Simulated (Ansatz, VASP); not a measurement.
One calculation of GaSb, two programs

```
CELL_PARAMETERS angstrom
0.00000 2.72161 2.72161
2.72161 0.00000 2.72161
2.72161 2.72161 0.00000
ATOMIC_POSITIONS crystal
Ga 0.00000 0.00000 0.00000
Sb 0.50000 0.50000 0.50000
```

Alike in both runs: task relaxation of cell and atoms; functional LDA; k mesh 12 × 12 × 12; occupations fermi-dirac, width 0.05 eV; no spin polarisation.

|  | VASP | Ansatz |
| --- | --- | --- |
| version | VASP 6.6.1 | Ansatz 0.2.0 |
| potentials or method | VASP PAW LDA potentials, release 64 (Ga_d, Sb) | PAW with Ansatz's default frozen-core files, scalar-relativistic |
| plane-wave cutoff (eV) | 600 | 420 |
| valence electrons in the cell | 18 | 28 |

VASP gave:

| Item | Value |
| --- | --- |
| relaxed volume (Å³/atom) | 22.57 |
| relaxed cell length with the largest relative difference (Å) | 3.996 |

**Question.** Estimate Ansatz's values.

**Answer.** Relaxed volume (Å³/atom): 22.49; relaxed cell length with the largest relative difference (Å): 3.992.

LDA's correlation is that of Perdew and Zunger in VASP and of Perdew and Wang (1992) in Ansatz. VASP's potentials hold 18 valence electrons a cell and Ansatz's 28, so a difference there can come from the potentials and not from the codes.

Spin-orbit coupling is off throughout.
